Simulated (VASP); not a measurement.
# Ti3Al (Fm-3m) in VASP: a series of runs, part 2 of 2

VASP 6.6.1. The steps go on from the part before.

**3. Single point, PBEsol, collinear spin, ferromagnetic start**

Contents of INCAR:

```
PREC = Accurate ; ENCUT = 520
EDIFF = 1E-7 ; ISMEAR = 0
SIGMA = 0.15 ; LREAL = False
LASPH = True ; NELM = 150
ALGO = Normal ; ISIF = 2
LWAVE = False ; LCHARG = True
ISPIN = 2 ; MAGMOM = 0.3 0.3 0.3 0
LORBIT = 11 ; NUPDOWN = 0.9
LMAXMIX = 4 ; GGA = PS
LELF = True ; LVHAR = True
NBANDS = 32
```

Contents of KPOINTS:

```
regular mesh
0
Gamma
  12 12 12
```

Contents of POSCAR:

```
Ti3Al
1.0
    0.0000000000      2.8993260424      2.8993260424
    2.8993260424      0.0000000000      2.8993260424
    2.8993260424      2.8993260424      0.0000000000
Ti Al
3 1
Direct
    0.7500000000      0.7500000000      0.7500000000
    0.2500000000      0.2500000000      0.2500000000
    0.0000000000      0.0000000000      0.0000000000
    0.5000000000      0.5000000000      0.5000000000
```

Potentials or basis: VASP PAW PBE potentials, release 64 (Ti_sv, Al).

Command:

```sh
cat potpaw_PBE.64/Ti_sv/POTCAR potpaw_PBE.64/Al/POTCAR > POTCAR
mpirun -np 1 vasp_std > vasp.out
```

OUTCAR:

```text
PREC = Accurate
   ENCUT = 520
   EDIFF = 1E-7
   ISMEAR = 0
   LREAL = False
   LASPH = True
   NELM = 150
   ISIF = 2
   ISPIN = 2
   LORBIT = 11
   NUPDOWN = 0.9
   GGA = PS

 ion  position               nearest neighbor table
   1  0.750  0.750  0.750-   4 2.51   4 2.51   4 2.51   3 2.51   4 2.51   3 2.51   3 2.51   3 2.51
                             2 2.90   2 2.90   2 2.90   2 2.90   2 2.90   2 2.90
   2  0.250  0.250  0.250-   3 2.51   3 2.51   3 2.51   3 2.51   4 2.51   4 2.51   4 2.51   4 2.51
                             1 2.90   1 2.90   1 2.90   1 2.90   1 2.90   1 2.90
   3  0.000  0.000  0.000-   1 2.51   1 2.51   1 2.51   1 2.51   2 2.51   2 2.51   2 2.51   2 2.51
                             4 2.90   4 2.90   4 2.90   4 2.90   4 2.90   4 2.90
   4  0.500  0.500  0.500-   2 2.51   2 2.51   2 2.51   1 2.51   2 2.51   1 2.51   1 2.51   1 2.51
                             3 2.90   3 2.90   3 2.90   3 2.90   3 2.90   3 2.90

  LATTYP: Found a face centered cubic cell.
 ALAT       =     5.7986520848

  Lattice vectors:

 A1 = (   0.0000000000,   2.8993260424,   2.8993260424)
 A2 = (   2.8993260424,   0.0000000000,   2.8993260424)
 A3 = (   2.8993260424,   2.8993260424,   0.0000000000)

Analysis of symmetry for initial positions (statically):
=====================================================================
 Subroutine PRICEL returns:
 Original cell was already a primitive cell.

 Routine SETGRP: Setting up the symmetry group for a
 face centered cubic supercell.

 Subroutine GETGRP returns: Found 48 space group operations
 (whereof 48 operations were pure point group operations)
 out of a pool of 48 trial point group operations.

The static configuration has the point symmetry O_h .

Analysis of symmetry for dynamics (positions and initial velocities):
=====================================================================
 Subroutine PRICEL returns:
 Original cell was already a primitive cell.

 Routine SETGRP: Setting up the symmetry group for a
 face centered cubic supercell.

 Subroutine GETGRP returns: Found 48 space group operations
 (whereof 48 operations were pure point group operations)
 out of a pool of 48 trial point group operations.

The dynamic configuration has the point symmetry O_h .

Analysis of structural, dynamic, and magnetic symmetry:
=====================================================================
 Subroutine PRICEL returns:
 Original cell was already a primitive cell.

 Routine SETGRP: Setting up the symmetry group for a
 face centered cubic supercell.

 Subroutine GETGRP returns: Found 48 space group operations
 (whereof 48 operations were pure point group operations)
 out of a pool of 48 trial point group operations.

The overall configuration has the point symmetry O_h .

 Subroutine INISYM returns: Found 48 space group operations
 (whereof 48 operations are pure point group operations),
 and found     1 'primitive' translations

----------------------------------------------------------------------------------------

                                     Primitive cell

  volume of cell :      48.7440

  direct lattice vectors                    reciprocal lattice vectors
     0.000000000  2.899326042  2.899326042    -0.172453871  0.172453871  0.172453871
     2.899326042  0.000000000  2.899326042     0.172453871 -0.172453871  0.172453871
     2.899326042  2.899326042  0.000000000     0.172453871  0.172453871 -0.172453871

  length of vectors
[... 89 lines left out ...]
   NSW    =      0    number of steps for IOM
   IBRION =     -1    ionic relax: 0-MD 1-quasi-New 2-CG
   NFREE  =      0    steps in history (QN), initial steepest desc. (CG)
   ISIF   =      2    stress and relaxation
   ISYM   =      2    0-nonsym 1-usesym 2-fastsym
   POTIM  = 0.5000    time-step for ionic-motion
   TEBEG  =    0.0;   TEEND  =   0.0 temperature during run
   PSTRESS=    0.0 pullay stress
   NELECT =      39.0000    total number of electrons
   NUPDOWN=       0.9000    fix difference up-down
   EMIN   =  10.00;   EMAX   =-10.00  energy-range for DOS
   EFERMI =   0.00;   METHOD = LEGACY
   ISMEAR =     0;   SIGMA  =   0.15  broadening in eV -4-tet -1-fermi 0-gaus
   EFERMI_NEDOS =   21; number of points for ismear=-14 and -15
   IALGO  =     38    algorithm
   IMIX   =      4    mixing-type and parameters
     AMIX     =   0.40;   BMIX     =  1.00
     AMIX_MAG =   1.60;   BMIX_MAG =  1.00
  volume/ion in A,a.u.               =      12.19        82.24
  Fermi-wavevector in a.u.,A,eV,Ry     =   1.519810  2.872025 31.427044  2.309823
  Thomas-Fermi vector in A             =   2.628746
   LORBIT       =     11    0 simple, 1 ext, 2 COOP (PROOUT), +10 PAW based schemes
   GGA     = PS    functional components
   LHFCALC =     F    Hartree Fock is set to
   AEXX    =    0.0000 exact exchange contribution
   IVDW    =     0    specifies the selected vdW correction
   LEPSILON=     F    determine dielectric tensor
   LRPA    =     F    only Hartree local field effects (RPA)
 spin polarized calculation
 Gauss-broadening in eV      SIGMA  =   0.15
  energy-cutoff  :      520.00
  volume of cell :       48.74
 maximum number of plane-waves:      1363
   NGX = 15   NGY = 15   NGZ = 15

 number of electron      38.9999988 magnetization       0.8999999

 Free energy of the ion-electron system (eV)
  ---------------------------------------------------
  ext. energy  EPLUGINS =         0.00000000
  ---------------------------------------------------
  free energy    TOTEN  =       -27.49254572 eV

  energy without entropy =      -27.44044741  energy(sigma->0) =      -27.46649656

 E-fermi :  11.7208     XC(G=0): -12.9447

 val. band max:       11.7999329200   @ k =   0.4167   0.0833   0.0000
 cond. band min:      11.7495787236   @ k =  -0.4167   0.4167   0.1667
 fundamental gap:     -0.0503541964
 Fermi energy:        11.8007834843

 spin component 1

 k-point     1 :       0.0000    0.0000    0.0000
  band No.  band energies     occupation
      1     -44.1648      1.00000
      2     -43.7587      1.00000
      3     -43.5553      1.00000
      4     -20.6913      1.00000
      5     -20.6913      1.00000
      6     -20.6913      1.00000
[... 805 lines left out ...]
     30      18.2407      0.00000
     31      18.4889      0.00000

 [... further k-points ...]

 spin component 2

 k-point     1 :       0.0000    0.0000    0.0000
  band No.  band energies     occupation
      1     -43.9669      1.00000
      2     -43.6490      1.00000
      3     -43.2777      1.00000
      4     -20.4398      1.00000
      5     -20.4398      1.00000
      6     -20.4398      1.00000
[... 805 lines left out ...]
     30      18.3971      0.00000
     31      18.6364      0.00000

 [... further k-points ...]

 [bands above 31 left out]

------------------------ aborting loop because EDIFF is reached ----------------------------------------

  FORCE on cell =-STRESS in cart. coord.  units (eV):
  Direction    XX          YY          ZZ          XY          YZ          ZX
  --------------------------------------------------------------------------------------
  -------------------------------------------------------------------------------------
  Total       16.9715326     16.9715326     16.9715326     -0.0000000     -0.0000000      0.0000000
  in kB      557.8410619    557.8410619    557.8410619     -0.0000000     -0.0000000      0.0000000
  external PRESSURE =     557.8410619 kB  Pullay stress =       0.0000000 kB

 VOLUME and BASIS-vectors are now :
 -----------------------------------------------------------------------------
  energy-cutoff  :      520.00
  volume of cell :       48.74
      direct lattice vectors                 reciprocal lattice vectors
     0.000000000  2.899326042  2.899326042    -0.172453871  0.172453871  0.172453871
     2.899326042  0.000000000  2.899326042     0.172453871 -0.172453871  0.172453871
     2.899326042  2.899326042  0.000000000     0.172453871  0.172453871 -0.172453871

 POSITION                                       TOTAL-FORCE (eV/Angst)
 -----------------------------------------------------------------------------------
      4.34899      4.34899      4.34899        -0.000000     -0.000000      0.000000
      1.44966      1.44966      1.44966         0.000000      0.000000     -0.000000
      0.00000      0.00000      0.00000         0.000000      0.000000      0.000000
      2.89933      2.89933      2.89933         0.000000      0.000000      0.000000
 -----------------------------------------------------------------------------------
    total drift:                                0.000000     -0.000000      0.000000

  FREE ENERGIE OF THE ION-ELECTRON SYSTEM (eV)
  ---------------------------------------------------
  free  energy   TOTEN  =       -27.4925457197 eV

  energy  without entropy=      -27.4404474057  energy(sigma->0) =      -27.46649656

 total charge

# of ion       s       p       d       tot
------------------------------------------
    1        2.287   6.207   2.259  10.752
    2        2.287   6.207   2.259  10.752
    3        2.340   6.148   2.323  10.811
    4        0.461   0.561   0.000   1.023
--------------------------------------------------
tot          7.374  19.123   6.840  33.337

 magnetization (x)

# of ion       s       p       d       tot
------------------------------------------
    1        0.002   0.028   0.111   0.141
    2        0.002   0.028   0.111   0.141
    3        0.005   0.019   0.416   0.440
    4       -0.002   0.004   0.000   0.002
--------------------------------------------------
tot          0.006   0.078   0.638   0.723
```

It took 2.1 min on 1 thread of Intel Xeon 6975P-C (Granite Rapids), shared host; peak memory 0.29 GiB.

Results:

```yaml
Free_energy: -27.4925 eV
Pressure: 55.8 GPa
Net_moment: 0.90 μB per cell
Site_moments: Ti +0.14, +0.44; Al +0.00 μB
Valence_electrons_inside_the_program's_atomic_spheres: Ti 10.75, 10.81; Al 1.02
```

Caveat: the PAW data sets were made with another functional, which shifts forces and pressure a little; the total moment is fixed, so each spin has its own Fermi level.

**4. Single point, PBEsol, collinear spin, ferromagnetic start**

Contents of INCAR:

```
  PREC = Accurate
  ENCUT = 520
  EDIFF = 1E-6
  ISMEAR = 0
  SIGMA = 0.15
  LREAL = False
  LASPH = True
  NELM = 150
  ALGO = Normal
  ISIF = 2
  LWAVE = False
  LCHARG = False
  ISPIN = 2
  MAGMOM = 0.5 0.5 0.5 0
  LORBIT = 11
  NUPDOWN = 1.5
  LMAXMIX = 4
  GGA = PS
  NBANDS = 32
```

KPOINTS is that of step 3.

POSCAR is that of step 3.

Command:

```sh
cat potpaw_PBE.64/Ti_sv/POTCAR potpaw_PBE.64/Al/POTCAR > POTCAR
mpirun -np 1 vasp_std > vasp.out
```

Wall time 1.9 min (1 thread of Intel Xeon 6975P-C (Granite Rapids), shared host); peak memory 0.29 GiB.

Results (log left out):

- Free energy: -27.4516 eV
- Pressure: 56.6 GPa
- Net moment: 1.50 μB per cell
- Site moments: Ti +0.25, +0.68; Al +0.01 μB
- Valence electrons inside the program's atomic spheres: Ti 10.75, 10.81; Al 1.02

Caveat: the PAW data sets were made with another functional, which shifts forces and pressure a little; the total moment is fixed, so each spin has its own Fermi level.

**5. Single point, PBEsol, collinear spin, ferromagnetic start**

This run uses another cell than the first one, of 14.22 Å³/atom, 1.167 times its volume.

Contents of INCAR:

```
PREC = Accurate
ENCUT = 520
EDIFF = 1E-6
ISMEAR = 0
SIGMA = 0.15
LREAL = False
LASPH = True
NELM = 150
ALGO = Normal
ISIF = 2
LWAVE = False
LCHARG = True
ISPIN = 2
MAGMOM = 0.1 0.1 0.1 0
LORBIT = 11
NUPDOWN = 0.3
LMAXMIX = 4
GGA = PS
LELF = True
LVHAR = True
NBANDS = 32
```

KPOINTS is that of step 4.

Contents of POSCAR:

```
Ti3Al
1.0
    0.0000000000      3.0521976457      3.0521976457
    3.0521976457      0.0000000000      3.0521976457
    3.0521976457      3.0521976457      0.0000000000
Ti Al
3 1
Direct
    0.7500000000      0.7500000000      0.7500000000
    0.2500000000      0.2500000000      0.2500000000
    0.0000000000      0.0000000000      0.0000000000
    0.5000000000      0.5000000000      0.5000000000
```

Command:

```sh
cat potpaw_PBE.64/Ti_sv/POTCAR potpaw_PBE.64/Al/POTCAR > POTCAR
mpirun -np 1 vasp_std > vasp.out
```

It took 2.2 min on 1 thread of AMD EPYC 9R45 (Zen 5), shared host; peak memory 0.3 GiB.

The run converged. Its results:

```yaml
Free_energy: -29.3035 eV
Pressure: 19.2 GPa
Net_moment: 0.30 μB per cell
Site_moments: Ti +0.03, +0.18; Al -0.00 μB
Valence_electrons_inside_the_program's_atomic_spheres: Ti 10.48, 10.54; Al 0.92
```

Caveat: the PAW data sets were made with another functional, which shifts forces and pressure a little; the total moment is fixed, so each spin has its own Fermi level.

**6. The runs side by side**

```csv
fixed moment (μB),cell,pressure (GPa),moment (μB)
2.1,"a = 4.100 Å, angles 60.0°, 4 atoms",57.8,2.10
0.9,"a = 4.100 Å, angles 60.0°, 4 atoms",55.8,0.90
1.5,"a = 4.100 Å, angles 60.0°, 4 atoms",56.6,1.50
0.3,"a = 4.316 Å, angles 60.0°, 4 atoms",19.2,0.30
```

Alike in all rows: task single point; level PBEsol; potentials or basis VASP PAW PBE potentials, release 64 (Ti_sv, Al); spin collinear, ferromagnetic start; k mesh 12 × 12 × 12; cutoff (eV) 520; smearing gaussian 0.15 eV.

Caveats: the PAW data sets were made with another functional, which shifts forces and pressure a little; the total moment is fixed, so each spin has its own Fermi level.

Total energies depend on the potentials used, so only differences within one code and one set of settings carry meaning.
